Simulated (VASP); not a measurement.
# Si2Mo (I4/mmm) in VASP: single point with r2SCAN

Aim: the single point of Si2Mo with r2SCAN.

All numbers are computed with VASP 6.6.1; they aren't measurements. Logs are shortened: lines on timing, memory, paths and dates and some standing lists are left out, and cuts for length are marked.

### 1 The cell of the first run

It takes space group I4/mmm (No. 139, tetragonal). The conventional cell has a = 3.202 Å, b = 3.202 Å, c = 7.819 Å, α = 90.00°, β = 90.00°, γ = 90.00°. Within 3.4 Å of Si (site symmetry 4mm) lie 9 Si at 2.58 to 3.20 Å and 5 Mo at 2.60 to 2.62 Å. Mo (site symmetry 4/mmm) has 10 Si at 2.60 to 2.62 Å and 4 Mo at 3.20 Å within 3.4 Å.

### 2 Single point, r2SCAN

File POSCAR:

```
Si2Mo
1.0
   -1.6008107285      1.6008107285      3.9094280716
    1.6008107285     -1.6008107285      3.9094280716
    1.6008107285      1.6008107285     -3.9094280716
Si Mo
2 1
Direct
    0.3352910357      0.3352910357      0.0000000000
    0.6647089643      0.6647089643      0.0000000000
    0.0000000000      0.0000000000      0.0000000000
```

File INCAR.step1:

```
SYSTEM = Si2Mo
PREC     = Accurate       ! precision mode
ENCUT    = 520            ! plane-wave cutoff, eV
ISMEAR   = 0              ! smearing method
SIGMA    = 0.1            ! smearing width, eV
LREAL    = .False.        ! projectors in reciprocal space
LASPH    = .True.         ! aspherical terms in the spheres
NELM     = 100            ! most SCF steps
NBANDS   = 18             ! bands
GGA      = PE             ! functional
ALGO     = Normal         ! electronic algorithm
EDIFF    = 1E-4           ! SCF threshold, eV
LWAVE    = .True.         ! write WAVECAR
LCHARG   = .False.        ! write CHGCAR
```

File INCAR.step2:

```
SYSTEM = Si2Mo
PREC     = Accurate       ! precision mode
ENCUT    = 520            ! plane-wave cutoff, eV
EDIFF    = 1E-7           ! SCF threshold, eV
ISMEAR   = 0              ! smearing method
SIGMA    = 0.1            ! smearing width, eV
LREAL    = .False.        ! projectors in reciprocal space
LASPH    = .True.         ! aspherical terms in the spheres
NELM     = 100            ! most SCF steps
ALGO     = Normal         ! electronic algorithm
ISIF     = 2              ! what is computed and relaxed
LWAVE    = .False.        ! write WAVECAR
LCHARG   = .False.        ! write CHGCAR
METAGGA  = R2SCAN         ! meta-GGA
LMIXTAU  = .True.       
NBANDS   = 18             ! bands
ISTART   = 1
```

File KPOINTS:

```
regular mesh
0
Gamma
  18 18 18
  0 0 0
```

Potentials or basis: VASP PAW PBE potentials, release 64 (Si, Mo_sv).

Started as:

```bash
$ cat potpaw_PBE.64/Si/POTCAR potpaw_PBE.64/Mo_sv/POTCAR > POTCAR
$ cp INCAR.step1 INCAR
$ mpirun -np 1 vasp_std > vasp.out
$ cp INCAR.step2 INCAR
$ mpirun -np 1 vasp_std > vasp.out
```

OUTCAR:

```text
SYSTEM = Si2Mo
   PREC = Accurate
   ENCUT = 520
   EDIFF = 1E-7
   ISMEAR = 0
   LREAL = .False.
   LASPH = .True.
   NELM = 100
   ISIF = 2
   METAGGA = R2SCAN
   ISTART = 1

 ion  position               nearest neighbor table
   1  0.335  0.335  0.000-   2 2.58   3 2.60   3 2.60   3 2.60   3 2.60   3 2.62   2 2.63   2 2.63
                             2 2.63   2 2.63
   2  0.665  0.665  0.000-   1 2.58   3 2.60   3 2.60   3 2.60   3 2.60   3 2.62   1 2.63   1 2.63
                             1 2.63   1 2.63
   3  0.000  0.000  0.000-   2 2.60   2 2.60   2 2.60   1 2.60   2 2.60   1 2.60   1 2.60   1 2.60
                             1 2.62   2 2.62

  LATTYP: Found a body centered tetragonal cell.
 ALAT       =     3.2016214570
 C/A-ratio  =     2.4421550918

  Lattice vectors:

 A1 = (  -1.6008107285,   1.6008107285,   3.9094280716)
 A2 = (   1.6008107285,  -1.6008107285,   3.9094280716)
 A3 = (   1.6008107285,   1.6008107285,  -3.9094280716)

Analysis of symmetry for initial positions (statically):
=====================================================================
 Subroutine PRICEL returns:
 Original cell was already a primitive cell.

 Routine SETGRP: Setting up the symmetry group for a
 body centered tetragonal supercell.

 Subroutine GETGRP returns: Found 16 space group operations
 (whereof 16 operations were pure point group operations)
 out of a pool of 16 trial point group operations.

The static configuration has the point symmetry D_4h.

Analysis of symmetry for dynamics (positions and initial velocities):
=====================================================================
 Subroutine PRICEL returns:
 Original cell was already a primitive cell.

 Routine SETGRP: Setting up the symmetry group for a
 body centered tetragonal supercell.

 Subroutine GETGRP returns: Found 16 space group operations
 (whereof 16 operations were pure point group operations)
 out of a pool of 16 trial point group operations.

The dynamic configuration has the point symmetry D_4h.

 Subroutine INISYM returns: Found 16 space group operations
 (whereof 16 operations are pure point group operations),
 and found     1 'primitive' translations

----------------------------------------------------------------------------------------

                                     Primitive cell

  volume of cell :      40.0731

  direct lattice vectors                    reciprocal lattice vectors
    -1.600810728  1.600810728  3.909428072     0.000000000  0.312341735  0.127895946
     1.600810728 -1.600810728  3.909428072     0.312341735  0.000000000  0.127895946
     1.600810728  1.600810728 -3.909428072     0.312341735  0.312341735  0.000000000

  length of vectors
     4.517611960  4.517611960  4.517611960     0.337512566  0.337512566  0.441717917

  position of ions in fractional coordinates (direct lattice)
     0.335291036  0.335291036  0.000000000
     0.664708964  0.664708964  0.000000000
     0.000000000  0.000000000  0.000000000

  ion indices of the primitive-cell ions
   primitive index   ion index
                 1           1
                 2           2
                 3           3

----------------------------------------------------------------------------------------

 KPOINTS: regular mesh

Automatic generation of k-mesh.
 Grid dimensions read from file:
 generate k-points for:   18   18   18

 Generating k-lattice:

  Cartesian coordinates                     Fractional coordinates (reciprocal lattice)
     0.000000000  0.017352319  0.007105330     0.055555556  0.000000000  0.000000000
     0.017352319  0.000000000  0.007105330     0.000000000  0.055555556  0.000000000
     0.017352319  0.017352319  0.000000000     0.000000000  0.000000000  0.055555556

  Length of vectors
     0.018750698  0.018750698  0.024539884

  Shift w.r.t. Gamma in fractional coordinates (k-lattice)
     0.000000000  0.000000000  0.000000000

 Subroutine IBZKPT returns following result:
 ===========================================

 Found    480 irreducible k-points:

 Following reciprocal coordinates:
            Coordinates               Weight
  0.000000  0.000000  0.000000      1.000000
  0.055556 -0.000000  0.000000      8.000000
  0.111111 -0.000000  0.000000      8.000000
  0.166667 -0.000000  0.000000      8.000000
  0.222222  0.000000 -0.000000      8.000000
  0.277778 -0.000000  0.000000      8.000000
[... 16 lines left out ...]
 -0.277778  0.055556 -0.000000     16.000000
 -0.222222  0.055556  0.000000     16.000000
 [... further k-points ...]
   k-points           NKPTS =    480   k-points in BZ     NKDIM =    480   number of bands    NBANDS=     18
   number of dos      NEDOS =    301   number of ions     NIONS =      3
   total plane-waves  NPLWV =  46656
   dimension x,y,z NGX =    36 NGY =   36 NGZ =   36
   dimension x,y,z NGXF=    72 NGYF=   72 NGZF=   72
   ions per type =               2   1
   NGX,Y,Z   is equivalent  to a cutoff of  13.25, 13.25, 13.25 a.u.
   NGXF,Y,Z  is equivalent  to a cutoff of  26.50, 26.50, 26.50 a.u.
 SYSTEM =  Si2Mo
   PREC   = accura    normal or accurate (medium, high low for compatibility)
   ISTART =      1    job   : 0-new  1-cont  2-samecut
   ICHARG =      0    charge: 1-file 2-atom 10-const
   ISPIN  =      1    spin polarized calculation?
   LNONCOLLINEAR =      F non collinear calculations
   LSORBIT =      F    spin-orbit coupling
   LASPH  =      T    aspherical Exc in radial PAW
   ENCUT  =  520.0 eV  38.22 Ry    6.18 a.u.   8.40  8.40  8.40*2*pi/ulx,y,z
   NELM   =    100;   NELMIN=  2; NELMDL=  0     # of ELM steps
   EDIFF  = 0.1E-06   stopping-criterion for ELM
   LREAL  =      F    real-space projection
   EDIFFG = 0.1E-05   stopping-criterion for IOM
   NSW    =      0    number of steps for IOM
   IBRION =     -1    ionic relax: 0-MD 1-quasi-New 2-CG
   NFREE  =      0    steps in history (QN), initial steepest desc. (CG)
   ISIF   =      2    stress and relaxation
   ISYM   =      2    0-nonsym 1-usesym 2-fastsym
   POTIM  = 0.5000    time-step for ionic-motion
   TEBEG  =    0.0;   TEEND  =   0.0 temperature during run
   PSTRESS=    0.0 pullay stress
   NELECT =      22.0000    total number of electrons
   NUPDOWN=      -1.0000    fix difference up-down
   EMIN   =  10.00;   EMAX   =-10.00  energy-range for DOS
   EFERMI =   0.00;   METHOD = LEGACY
   ISMEAR =     0;   SIGMA  =   0.10  broadening in eV -4-tet -1-fermi 0-gaus
   EFERMI_NEDOS =   21; number of points for ismear=-14 and -15
   IALGO  =     38    algorithm
   IMIX   =      4    mixing-type and parameters
     AMIX     =   0.40;   BMIX     =  1.00
     AMIX_MAG =   1.60;   BMIX_MAG =  1.00
  volume/ion in A,a.u.               =      13.36        90.14
  Fermi-wavevector in a.u.,A,eV,Ry     =   1.340493  2.533165 24.448613  1.796922
  Thomas-Fermi vector in A             =   2.468802
   LORBIT       =      0    0 simple, 1 ext, 2 COOP (PROOUT), +10 PAW based schemes
   METAGGA = R2SCAN    functional components
   LHFCALC =     F    Hartree Fock is set to
   AEXX    =    0.0000 exact exchange contribution
   IVDW    =     0    specifies the selected vdW correction
   LEPSILON=     F    determine dielectric tensor
   LRPA    =     F    only Hartree local field effects (RPA)
 non-spin polarized calculation
 Gauss-broadening in eV      SIGMA  =   0.10
  energy-cutoff  :      520.00
  volume of cell :       40.07
 maximum number of plane-waves:      1104
 NGX is ok and might be reduce to    36
   NGX = 17   NGY = 17   NGZ = 17

 number of electron      22.0000000 magnetization

 Free energy of the ion-electron system (eV)
  ---------------------------------------------------
  ext. energy  EPLUGINS =         0.00000000
  ---------------------------------------------------
  free energy    TOTEN  =       -45.01704530 eV

  energy without entropy =      -45.01599627  energy(sigma->0) =      -45.01652078

 E-fermi :  12.3048     XC(G=0): -13.4060

 val. band max:       12.3024679193   @ k =  -0.2222  -0.2222   0.1667
 cond. band min:      12.4012558967   @ k =  -0.3889   0.5000   0.3333
 fundamental gap:      0.0987879774
 Fermi energy:        12.3048396084

 k-point     1 :       0.0000    0.0000    0.0000
  band No.  band energies     occupation
      1     -50.3126      2.00000
      2     -23.7532      2.00000
      3     -23.6657      2.00000
      4     -23.6657      2.00000
      5      -1.8935      2.00000
      6       5.5220      2.00000
[... 10 lines left out ...]
     17      17.7445      0.00000
     18      17.7445      0.00000

 k-point     2 :       0.0556   -0.0000    0.0000
  band No.  band energies     occupation
      1     -50.3119      2.00000
      2     -23.7525      2.00000
      3     -23.6743      2.00000
      4     -23.6648      2.00000
      5      -1.8336      2.00000
      6       5.5278      2.00000
[... 10 lines left out ...]
     17      17.7793      0.00000
     18      18.1418      0.00000

 k-point     3 :       0.1111   -0.0000    0.0000
  band No.  band energies     occupation
      1     -50.3101      2.00000
      2     -23.7507      2.00000
      3     -23.6992      2.00000
      4     -23.6625      2.00000
      5      -1.6552      2.00000
      6       5.5346      2.00000
[... 10 lines left out ...]
     17      17.9622      0.00000
     18      19.0059      0.00000

 k-point     4 :       0.1667   -0.0000    0.0000
  band No.  band energies     occupation
      1     -50.3073      2.00000
      2     -23.7482      2.00000
      3     -23.7369      2.00000
      4     -23.6588      2.00000
      5      -1.3625      2.00000
      6       5.5026      2.00000
[... 10 lines left out ...]
     17      18.4748      0.00000
     18      20.0845      0.00000

 k-point     5 :       0.2222    0.0000   -0.0000
  band No.  band energies     occupation
      1     -50.3039      2.00000
      2     -23.7837      2.00000
      3     -23.7442      2.00000
      4     -23.6544      2.00000
      5      -0.9624      2.00000
      6       5.3456      2.00000
[... 10 lines left out ...]
     17      19.2202      0.00000
     18      21.2716      0.00000

 k-point     6 :       0.2778   -0.0000    0.0000
  band No.  band energies     occupation
      1     -50.3002      2.00000
      2     -23.8325      2.00000
      3     -23.7405      2.00000
      4     -23.6496      2.00000
      5      -0.4640      2.00000
      6       4.9724      2.00000
[... 307 lines left out ...]
 k-point    21 :      -0.3889    0.0556    0.0000
  band No.  band energies     occupation
      1     -50.2934      2.00000
      2     -23.9135      2.00000
      3     -23.7323      2.00000
      4     -23.6496      2.00000
      5       0.7333      2.00000
      6       3.8483      2.00000
[... 10 lines left out ...]
     17      19.7975      0.00000
     18      21.8241      0.00000

 k-point    22 :      -0.3333    0.0556   -0.0000
  band No.  band energies     occupation
      1     -50.2962      2.00000
      2     -23.8767      2.00000
      3     -23.7350      2.00000
      4     -23.6533      2.00000
      5       0.0844      2.00000
      6       4.5555      2.00000
[... 10 lines left out ...]
     17      19.8724      0.00000
     18      21.2345      0.00000

 k-point    23 :      -0.2778    0.0556   -0.0000
  band No.  band energies     occupation
      1     -50.2996      2.00000
      2     -23.8312      2.00000
      3     -23.7384      2.00000
      4     -23.6578      2.00000
      5      -0.4887      2.00000
      6       5.1853      2.00000
[... 10 lines left out ...]
     17      19.6020      0.00000
     18      21.0334      0.00000

 k-point    24 :      -0.2222    0.0556    0.0000
  band No.  band energies     occupation
      1     -50.3033      2.00000
      2     -23.7825      2.00000
      3     -23.7422      2.00000
      4     -23.6627      2.00000
      5      -0.9724      2.00000
      6       5.6157      2.00000
[... 10 lines left out ...]
     17      18.9010      0.00000
     18      21.2473      0.00000

 [... further k-points ...]
[... 5 lines left out ...]
  --------------------------------------------------------------------------------------
  -------------------------------------------------------------------------------------
  Total        0.1071077      0.1071077      0.0888983      0.0000000      0.0000000      0.0000000
  in kB        4.2823117      4.2823117      3.5542722      0.0000000      0.0000000      0.0000000
  external PRESSURE =       4.0396319 kB  Pullay stress =       0.0000000 kB

 VOLUME and BASIS-vectors are now :
 -----------------------------------------------------------------------------
  energy-cutoff  :      520.00
  volume of cell :       40.07
      direct lattice vectors                 reciprocal lattice vectors
    -1.600810728  1.600810728  3.909428072     0.000000000  0.312341735  0.127895946
     1.600810728 -1.600810728  3.909428072     0.312341735  0.000000000  0.127895946
     1.600810728  1.600810728 -3.909428072     0.312341735  0.312341735  0.000000000

 POSITION                                       TOTAL-FORCE (eV/Angst)
 -----------------------------------------------------------------------------------
      0.00000      0.00000      2.62159         0.000000      0.000000     -0.008548
      0.00000      0.00000      5.19726         0.000000      0.000000      0.008548
      0.00000      0.00000      0.00000        -0.000000     -0.000000     -0.000000
 -----------------------------------------------------------------------------------
    total drift:                                0.000000     -0.000000      0.000000

  FREE ENERGIE OF THE ION-ELECTRON SYSTEM (eV)
  ---------------------------------------------------
  free  energy   TOTEN  =       -45.0170452950 eV

  energy  without entropy=      -45.0159962704  energy(sigma->0) =      -45.01652078
```

Run time: 21 min. Hardware: 1 thread of Intel Xeon Platinum 8488C (Sapphire Rapids), shared host; peak memory 0.47 GiB.

What came out:

- Free energy: -45.0170 eV
- Pressure: 0.4 GPa
- Largest force: 0.009 eV/Å
- Band gap on the k mesh: zero (band 11 reaches 12.76 eV, above the bottom of band 12 at 11.74 eV)

Forces in eV/Å, atoms in the order of the input:
```
Si   0.000  0.000 -0.009
Si   0.000  0.000  0.009
Mo   0.000  0.000  0.000
```

Levels at points of the mesh, in eV from the Fermi level:
```tsv
k point	band 8	band 9	band 10	band 11	band 12	band 13	band 14	band 15
(0.00, 0.00, 0.00)	-3.12	-2.81	-2.81	0.35	3.41	3.47	3.66	3.66
(0.50, 0.00, 0.00)	-4.83	-2.79	-2.67	-0.56	2.52	3.27	4.47	4.48
(0.50, 0.50, 0.00)	-5.37	-4.72	-3.25	-1.40	2.59	3.02	3.44	3.60
(0.50, 0.50, 0.50)	-2.27	-0.61	-0.61	-0.57	-0.57	0.49	5.16	5.80
```

Caveat: the PAW data sets were made with another functional, which shifts forces and pressure a little.
